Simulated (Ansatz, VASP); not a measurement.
SiB3W: VASP beside Ansatz

```
CELL_PARAMETERS angstrom
2.73529 0.00000 0.00000
-1.36764 2.36883 0.00000
0.00000 0.00000 5.54555
ATOMIC_POSITIONS crystal
Si 0.00000 0.00000 0.00000
B 0.45446 0.00000 0.50000
B 0.00000 0.45446 0.50000
B 0.54554 0.54554 0.50000
W 0.00000 0.00000 0.50000
```

Alike in both runs: task relaxation of cell and atoms; functional PBE; k mesh 6 × 6 × 4; occupations gaussian, width 0.1 eV; no spin polarisation.

|  | VASP | Ansatz |
| --- | --- | --- |
| version | VASP 6.6.1 | Ansatz 0.2.0 |
| potentials or method | VASP PAW PBE potentials, release 64 (Si, B, W_sv), cutoff 600 eV | scalar-relativistic, plane waves, PAW |
| valence electrons in the cell | 27 | 27 |

```csv
,VASP,Ansatz,Ansatz less VASP
"gap on the k mesh at the Fermi level, each at its own relaxed structure (eV)",none,none,-
relaxed volume (Å³/atom),15.31,15.42,+0.114
relaxed length of the cell vector where the two differ most in proportion (Å),4.299,4.313,+0.0143
```

A gap of «none» marks a metal or a gap that the smearing closes.

The k mesh is coarse, so the values compare programs but aren't converged. Spin-orbit coupling is off throughout. Noted on VASP's run: the volume moved by over 15 % at a fixed basis, so the end points are rough.
